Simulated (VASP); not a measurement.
Write the native input for VASP 6.6.1 that does the following.

| Property | Result |
| --- | --- |
| Task | single point |
| Functional | PBE |
| Potentials or basis | VASP PAW PBE potentials, release 64 (In_d, W_sv) |
| Cutoff | 520 eV |
| k mesh | 6 × 6 × 6 |
| Occupations | gaussian, width 0.1 eV |
| Spin | no spin polarisation |
| Dipole correction | no |
| Further INCAR settings | ALGO = Normal; EDIFF = 1e-07; NBANDS = 27 |

The structure of In2W lies in POSCAR:

```
In2W
1.0
    3.8692624260      0.0000000000      0.0000000000
   -1.9346312130      3.3508795548      0.0000000000
    0.0000000000      0.0000000000      3.9076969697
In W
2 1
Direct
    0.3333333333      0.6666666667      0.5000000000
    0.6666666667      0.3333333333      0.5000000000
    0.0000000000      0.0000000000      0.0000000000
```

The input as run:

INCAR

```
SYSTEM = In2W
PREC     = Accurate       ! precision mode
ENCUT    = 520            ! plane-wave cutoff, eV
EDIFF    = 1E-7           ! SCF threshold, eV
ISMEAR   = 0              ! smearing method
SIGMA    = 0.1            ! smearing width, eV
LREAL    = .FALSE.        ! projectors in reciprocal space
LASPH    = .TRUE.         ! aspherical terms in the spheres
NELM     = 100            ! most SCF steps
ALGO     = Normal         ! electronic algorithm
ISIF     = 2              ! what is computed and relaxed
LWAVE    = .FALSE.        ! write WAVECAR
LCHARG   = .TRUE.         ! write CHGCAR
GGA      = PE             ! functional
LELF     = .TRUE.         ! ELF
LVHAR    = .TRUE.       
NBANDS   = 27             ! bands
```

KPOINTS

```
regular mesh
0
G
  6 6 6
  0 0 0
```

Potentials or basis: VASP PAW PBE potentials, release 64 (In_d, W_sv).

Launch:

```sh
$ cat potpaw_PBE.64/In_d/POTCAR potpaw_PBE.64/W_sv/POTCAR > POTCAR
$ mpirun -np 1 vasp_std > vasp.out
```

It gave:

```
Pressure               : 62.3 GPa
Band gap on the k mesh : zero (band 20 reaches 13.34 eV, above the bottom of band 21 at 12.28 eV)
```

Caveat: spin-orbit coupling is left out, which moves the levels of the heavy elements.

Wall time 25 s on 1 thread of AMD EPYC 9R45 96-Core Processor (Zen 5) (shared host), peak memory 0.16 GiB.
